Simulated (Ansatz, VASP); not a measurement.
**One calculation of Zn, two programs**

```
Zn
1.0
    -0.98178    1.70704    1.70704
     1.70704   -0.98178    1.70704
     1.70704    1.70704   -0.98178
Zn
1
Direct
  0.00000 0.00000 0.00000
```

Alike in both runs: task single point; functional PBE; k mesh 22 × 22 × 22; occupations gaussian, width 0.15 eV; no spin polarisation.

```csv
,VASP,Ansatz
version,VASP 6.6.1,Ansatz 0.2.0
potentials or method,"VASP PAW PBE potentials, release 64 (Zn), cutoff 520 eV","scalar-relativistic, plane waves, PAW"
valence electrons in the cell,12,12
```

```csv
,VASP,Ansatz,Ansatz less VASP
gap on the k mesh at the Fermi level (eV),none,none,-
pressure (GPa),1.6,1.4,-0.25
"traceless stress, the component that is largest in VASP (GPa)",-0.73,-0.72,+0.011
```

A gap of «none» marks a metal or a gap that the smearing closes.
